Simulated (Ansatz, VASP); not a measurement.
**HfN: VASP beside Ansatz**

```xyz
2
Lattice="0.0000 2.5776 2.3935 2.5776 0.0000 2.3935 2.5776 2.5776 0.0000" Properties=species:S:1:pos:R:3 pbc="T T T"
Hf    0.0000    0.0000    0.0000
N     3.8663    3.8663    3.5902
```

Change from the starting cell: strain +0.050 along x and y, -0.025 along z, atoms carried along.

Alike in both runs: task single point; functional LDA; k mesh 16 × 16 × 16; occupations gaussian, width 0.15 eV; no spin polarisation.

|  | VASP | Ansatz |
| --- | --- | --- |
| version | VASP 6.6.1 | Ansatz 0.2.0 |
| potentials or method | VASP PAW LDA potentials, release 64 (Hf_pv, N), cutoff 520 eV | scalar-relativistic, plane waves, PAW |
| valence electrons in the cell | 15 | 31 |

VASP gave:

```
gap on the k mesh at the Fermi level (eV)                     : none
pressure (GPa)                                                : -21.1
traceless stress, the component that is largest in VASP (GPa) : 6.79
```

Q: What did Ansatz give for the same quantities?

A: gap on the k mesh at the Fermi level (eV): none; pressure (GPa): -20.6; traceless stress, the component that is largest in VASP (GPa): 6.80.

LDA's correlation is that of Perdew and Zunger in VASP and of Perdew and Wang (1992) in Ansatz. A gap of «none» marks a metal or a gap that the smearing closes. VASP's potentials hold 15 valence electrons a cell and Ansatz's 31, so a difference there can come from the potentials and not from the codes.

Spin-orbit coupling is off throughout.
